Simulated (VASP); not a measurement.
# Sn2H (P6/mmm) in VASP: relaxation of cell and atoms with PBE

Aim: the relaxation of cell and atoms of Sn2H with PBE.

Everything below comes from runs of VASP 6.6.1. Logs are shortened: lines on timing, memory, paths and dates and some standing lists are left out, and cuts for length are marked.

**1. The cell of the first run**

It takes space group P6/mmm (No. 191, hexagonal). The conventional cell has a = 3.479 Å, b = 3.479 Å, c = 12.552 Å, α = 90.00°, β = 90.00°, γ = 120.00°. Within 4.0 Å of Sn (site symmetry 6mm) lie 8 Sn at 3.04 to 3.48 Å and 6 H at 3.64 Å. Within 2.7 Å of Sn (site symmetry 6/mmm) lie 6 H at 2.01 Å. Within 4.3 Å of Sn (site symmetry 6/mmm) lie 8 Sn at 3.24 to 3.48 Å. H (site symmetry -6m2) has 3 H at 2.01 Å and 3 Sn at 2.01 Å within 2.7 Å.

The cell was generated, and may not be a known phase.

**2. Relaxation of cell and atoms, PBE**

The input, INCAR:

```
SYSTEM = Sn2H
ALGO = Normal ; EDIFF = 1E-6
EDIFFG = -0.01 ; ENCUT = 600
GGA = PE ; IBRION = 2
ISIF = 3 ; ISMEAR = 0
LASPH = .True. ; LCHARG = .False.
LREAL = .False. ; LWAVE = .False.
NELM = 80 ; NSW = 100
PREC = Accurate ; SIGMA = 0.1
```

The input, KPOINTS:

```
k-points
0
Gamma
  12 12 4
  0 0 0
```

The input, POSCAR:

```
Sn2H
1.0
    3.4786710840      0.0000000000      0.0000000000
   -1.7393355420      3.0126175301      0.0000000000
    0.0000000000      0.0000000000     12.5521580950
Sn H
4 2
Direct
    0.0000000000      0.0000000000      0.7420639452
    0.0000000000      0.0000000000      0.2579360548
    0.0000000000      0.0000000000      0.5000000000
    0.0000000000      0.0000000000      0.0000000000
    0.3333333333      0.6666666667      0.5000000000
    0.6666666667      0.3333333333      0.5000000000
```

Potentials or basis: VASP PAW PBE potentials, release 64 (Sn_d, H).

The run is started by

```console
$ cat potpaw_PBE.64/Sn_d/POTCAR potpaw_PBE.64/H/POTCAR > POTCAR
$ mpirun -np 1 vasp_std > vasp.out
```

OUTCAR:

```text
SYSTEM = Sn2H
   EDIFF = 1E-6
   EDIFFG = -0.01
   ENCUT = 600
   GGA = PE
   IBRION = 2
   ISIF = 3
   ISMEAR = 0
   LASPH = .True.
   LREAL = .False.
   NELM = 80
   NSW = 100
   PREC = Accurate

 ion  position               nearest neighbor table
   1  0.000  0.000  0.742-   3 3.04   4 3.24
   2  0.000  0.000  0.258-   3 3.04   4 3.24
   3  0.000  0.000  0.500-   5 2.01   6 2.01   5 2.01   6 2.01   6 2.01   5 2.01   1 3.04   2 3.04

   4  0.000  0.000  0.000-   1 3.24   2 3.24
   5  0.333  0.667  0.500-   3 2.01   3 2.01   3 2.01
   6  0.667  0.333  0.500-   3 2.01   3 2.01   3 2.01

  LATTYP: Found a hexagonal cell.
 ALAT       =     3.4786710840
 C/A-ratio  =     3.6083198992

  Lattice vectors:

 A1 = (   3.4786710840,   0.0000000000,   0.0000000000)
 A2 = (  -1.7393355420,   3.0126175301,   0.0000000000)
 A3 = (   0.0000000000,   0.0000000000,  12.5521580950)

Analysis of symmetry for initial positions (statically):
=====================================================================
 Subroutine PRICEL returns:
 Original cell was already a primitive cell.

 Routine SETGRP: Setting up the symmetry group for a
 hexagonal supercell.

 Subroutine GETGRP returns: Found 24 space group operations
 (whereof 24 operations were pure point group operations)
 out of a pool of 24 trial point group operations.

The static configuration has the point symmetry D_6h.

Analysis of symmetry for dynamics (positions and initial velocities):
=====================================================================
 Subroutine PRICEL returns:
 Original cell was already a primitive cell.

 Routine SETGRP: Setting up the symmetry group for a
 hexagonal supercell.

 Subroutine GETGRP returns: Found 24 space group operations
 (whereof 24 operations were pure point group operations)
 out of a pool of 24 trial point group operations.

The dynamic configuration has the point symmetry D_6h.

 Subroutine INISYM returns: Found 24 space group operations
 (whereof 24 operations are pure point group operations),
 and found     1 'primitive' translations

----------------------------------------------------------------------------------------

                                     Primitive cell

  volume of cell :     131.5454

  direct lattice vectors                    reciprocal lattice vectors
     3.478671084  0.000000000  0.000000000     0.287466097  0.165968629  0.000000000
    -1.739335542  3.012617530  0.000000000     0.000000000  0.331937257  0.000000000
     0.000000000  0.000000000 12.552158095     0.000000000  0.000000000  0.079667575

  length of vectors
     3.478671084  3.478671084 12.552158095     0.331937257  0.331937257  0.079667575

  position of ions in fractional coordinates (direct lattice)
     0.000000000  0.000000000  0.742063945
     0.000000000  0.000000000  0.257936055
     0.000000000  0.000000000  0.500000000
     0.000000000  0.000000000  0.000000000
     0.333333333  0.666666667  0.500000000
     0.666666667  0.333333333  0.500000000

  ion indices of the primitive-cell ions
   primitive index   ion index
                 1           1
                 2           2
                 3           3
                 4           4
                 5           5
                 6           6

----------------------------------------------------------------------------------------

 KPOINTS: k-points

Automatic generation of k-mesh.
 Grid dimensions read from file:
 generate k-points for:   12   12    4

 Generating k-lattice:

  Cartesian coordinates                     Fractional coordinates (reciprocal lattice)
     0.023955508  0.013830719  0.000000000     0.083333333  0.000000000  0.000000000
     0.000000000  0.027661438  0.000000000     0.000000000  0.083333333  0.000000000
     0.000000000  0.000000000  0.019916894     0.000000000  0.000000000  0.250000000

  Length of vectors
     0.027661438  0.027661438  0.019916894

  Shift w.r.t. Gamma in fractional coordinates (k-lattice)
     0.000000000  0.000000000  0.000000000

 Subroutine IBZKPT returns following result:
 ===========================================

 Found     57 irreducible k-points:

 Following reciprocal coordinates:
            Coordinates               Weight
  0.000000  0.000000  0.000000      1.000000
  0.083333 -0.000000  0.000000      6.000000
  0.166667 -0.000000  0.000000      6.000000
  0.250000 -0.000000  0.000000      6.000000
  0.333333  0.000000  0.000000      6.000000
  0.416667  0.000000  0.000000      6.000000
[... 16 lines left out ...]
  0.250000 -0.000000  0.250000     12.000000
  0.333333  0.000000  0.250000     12.000000
 [... further k-points ...]
   k-points           NKPTS =     57   k-points in BZ     NKDIM =     57   number of bands    NBANDS=     34
   number of dos      NEDOS =    301   number of ions     NIONS =      6
   total plane-waves  NPLWV =  78400
   dimension x,y,z NGX =    28 NGY =   28 NGZ =  100
   dimension x,y,z NGXF=    56 NGYF=   56 NGZF=  200
   ions per type =               4   2
   NGX,Y,Z   is equivalent  to a cutoff of  13.38, 13.38, 13.24 a.u.
   NGXF,Y,Z  is equivalent  to a cutoff of  26.76, 26.76, 26.49 a.u.
 SYSTEM =  Sn2H
   PREC   = accura    normal or accurate (medium, high low for compatibility)
   ISTART =      0    job   : 0-new  1-cont  2-samecut
   ICHARG =      2    charge: 1-file 2-atom 10-const
   ISPIN  =      1    spin polarized calculation?
   LNONCOLLINEAR =      F non collinear calculations
   LSORBIT =      F    spin-orbit coupling
   LASPH  =      T    aspherical Exc in radial PAW
   ENCUT  =  600.0 eV  44.10 Ry    6.64 a.u.   6.95  6.95 25.07*2*pi/ulx,y,z
   NELM   =     80;   NELMIN=  2; NELMDL= -5     # of ELM steps
   EDIFF  = 0.1E-05   stopping-criterion for ELM
   LREAL  =      F    real-space projection
   EDIFFG = -.1E-01   stopping-criterion for IOM
   NSW    =    100    number of steps for IOM
   IBRION =      2    ionic relax: 0-MD 1-quasi-New 2-CG
   NFREE  =      1    steps in history (QN), initial steepest desc. (CG)
   ISIF   =      3    stress and relaxation
   ISYM   =      2    0-nonsym 1-usesym 2-fastsym
   POTIM  = 0.5000    time-step for ionic-motion
   TEBEG  =    0.0;   TEEND  =   0.0 temperature during run
   PSTRESS=    0.0 pullay stress
   NELECT =      58.0000    total number of electrons
   NUPDOWN=      -1.0000    fix difference up-down
   EMIN   =  10.00;   EMAX   =-10.00  energy-range for DOS
   EFERMI =   0.00;   METHOD = LEGACY
   ISMEAR =     0;   SIGMA  =   0.10  broadening in eV -4-tet -1-fermi 0-gaus
   EFERMI_NEDOS =   21; number of points for ismear=-14 and -15
   IALGO  =     38    algorithm
   IMIX   =      4    mixing-type and parameters
     AMIX     =   0.40;   BMIX     =  1.00
     AMIX_MAG =   1.60;   BMIX_MAG =  1.00
  volume/ion in A,a.u.               =      21.92       147.95
  Fermi-wavevector in a.u.,A,eV,Ry     =   1.246022  2.354639 21.123995  1.552570
  Thomas-Fermi vector in A             =   2.380218
   LORBIT       =      0    0 simple, 1 ext, 2 COOP (PROOUT), +10 PAW based schemes
   GGA     = PE    functional components
   LHFCALC =     F    Hartree Fock is set to
   AEXX    =    0.0000 exact exchange contribution
   IVDW    =     0    specifies the selected vdW correction
   LEPSILON=     F    determine dielectric tensor
   LRPA    =     F    only Hartree local field effects (RPA)
 conjugate gradient relaxation of ions
 non-spin polarized calculation
 Gauss-broadening in eV      SIGMA  =   0.10
  energy-cutoff  :      600.00
  volume of cell :      131.55
 maximum number of plane-waves:      4426
 NGX is ok and might be reduce to    28
   NGX = 13   NGY = 13   NGZ = 51

--------------------------------------- Ionic step        1  -------------------------------------------

 number of electron      58.0000025 magnetization

 Free energy of the ion-electron system (eV)
  ---------------------------------------------------
  ext. energy  EPLUGINS =         0.00000000
  ---------------------------------------------------
  free energy    TOTEN  =       -19.62986961 eV

  energy without entropy =      -19.61624591  energy(sigma->0) =      -19.62305776

------------------------ aborting loop because EDIFF is reached ----------------------------------------

  FORCE on cell =-STRESS in cart. coord.  units (eV):
  Direction    XX          YY          ZZ          XY          YZ          ZX
  --------------------------------------------------------------------------------------
  -------------------------------------------------------------------------------------
  Total        0.8178406      0.8178406     -2.0876132      0.0000000     -0.0000000     -0.0000000
  in kB        9.9610118      9.9610118    -25.4263986      0.0000000     -0.0000000     -0.0000000
  external PRESSURE =      -1.8347916 kB  Pullay stress =       0.0000000 kB
[... 305 lines left out ...]
  energy  without entropy=      -19.6642612237  energy(sigma->0) =      -19.67123339

--------------------------------------- Ionic step        9  -------------------------------------------

 number of electron      58.0000010 magnetization

 Free energy of the ion-electron system (eV)
  ---------------------------------------------------
  ext. energy  EPLUGINS =         0.00000000
  ---------------------------------------------------
  free energy    TOTEN  =       -19.67822830 eV

  energy without entropy =      -19.66420409  energy(sigma->0) =      -19.67121619

 E-fermi :   6.1883     XC(G=0):  -9.6954

 val. band max:        6.1780650629   @ k =   0.1667  -0.0000   0.0000
 cond. band min:       6.2069736334   @ k =   0.4167   0.0000   0.2500
 fundamental gap:      0.0289085705
 Fermi energy:         6.1883121191

 k-point     1 :       0.0000    0.0000    0.0000
  band No.  band energies     occupation
      1     -15.4087      2.00000
      2     -15.2851      2.00000
      3     -15.2617      2.00000
      4     -15.2617      2.00000
      5     -15.2430      2.00000
      6     -15.2430      2.00000
[... 877 lines left out ...]
     33       9.5171      0.00000
     34       9.6544      0.00000

 [... further k-points ...]

------------------------ aborting loop because EDIFF is reached ----------------------------------------

  FORCE on cell =-STRESS in cart. coord.  units (eV):
  Direction    XX          YY          ZZ          XY          YZ          ZX
  --------------------------------------------------------------------------------------
  -------------------------------------------------------------------------------------
  Total       -0.0104057     -0.0104057     -0.0161141      0.0000000      0.0000000      0.0000000
  in kB       -0.1283586     -0.1283586     -0.1987739      0.0000000      0.0000000      0.0000000
  external PRESSURE =      -0.1518303 kB  Pullay stress =       0.0000000 kB
[... 21 lines left out ...]
  FREE ENERGIE OF THE ION-ELECTRON SYSTEM (eV)
  ---------------------------------------------------
  free  energy   TOTEN  =       -19.6782282984 eV

  energy  without entropy=      -19.6642040916  energy(sigma->0) =      -19.67121619

 reached required accuracy - stopping structural energy minimisation
```

It took 14 min on 1 thread of Intel Xeon 6975P-C (Granite Rapids), shared host; peak memory 0.43 GiB.

What came out:

* Free energy: -19.6782 eV
* Relaxed volume: 21.65 Å³/atom
* Relaxed cell: a = 3.504 Å, b = 3.504 Å, c = 12.216 Å, α = 90.00°, β = 90.00°, γ = 120.00°
* Space group after relaxing (to 0.1 Å): P6/mmm (No. 191)
* Energy gained by relaxing: 8.1 meV/atom
* Ionic steps: 9
* Pressure after relaxing: 0.0 GPa
* Largest force after relaxing: 0.004 eV/Å
* Band gap on the k mesh: zero (bands 29 and 30 overlap by 6.03 eV)

Forces in eV/Å, atoms in the order of the input:
```
Sn   0.000  0.000  0.004
Sn   0.000  0.000 -0.004
Sn   0.000  0.000  0.000
Sn   0.000  0.000  0.000
H    0.000  0.000  0.000
H    0.000  0.000  0.000
```

The path:
```csv
step,energy change (eV),largest force (eV/Å),pressure (GPa),volume (Å³)
1,0.0000,0.1718,-0.18,131.55
2,-0.0340,0.1943,-0.21,131.04
3,-0.0388,0.2001,-0.16,130.76
4,-0.0432,0.1494,-0.06,130.23
5,-0.0472,0.0522,0.24,129.23
6,-0.0472,0.0414,0.24,129.12
7,-0.0483,0.0065,-0.03,129.95
8,-0.0483,0.0112,-0.01,129.88
9,-0.0484,0.0043,-0.02,129.88
```

Final structure:
```cif
data_structure
_symmetry_space_group_name_H-M 'P 1'
_symmetry_Int_Tables_number 1
_cell_length_a 3.5039
_cell_length_b 3.5039
_cell_length_c 12.2155
_cell_angle_alpha 90.000
_cell_angle_beta 90.000
_cell_angle_gamma 120.000
_cell_volume 129.88
loop_
_atom_site_label
_atom_site_type_symbol
_atom_site_fract_x
_atom_site_fract_y
_atom_site_fract_z
_atom_site_occupancy
Sn1 Sn 0.00000 0.00000 0.74665 1
Sn2 Sn 0.00000 0.00000 0.25335 1
Sn3 Sn 0.00000 0.00000 0.50000 1
Sn4 Sn 0.00000 0.00000 0.00000 1
H1 H 0.33333 0.66667 0.50000 1
H2 H 0.66667 0.33333 0.50000 1
```

Caveat: spin-orbit coupling is left out, which moves the levels of the heavy elements.

The gap in the log of VASP goes by the Fermi energy; the results here count the filled bands.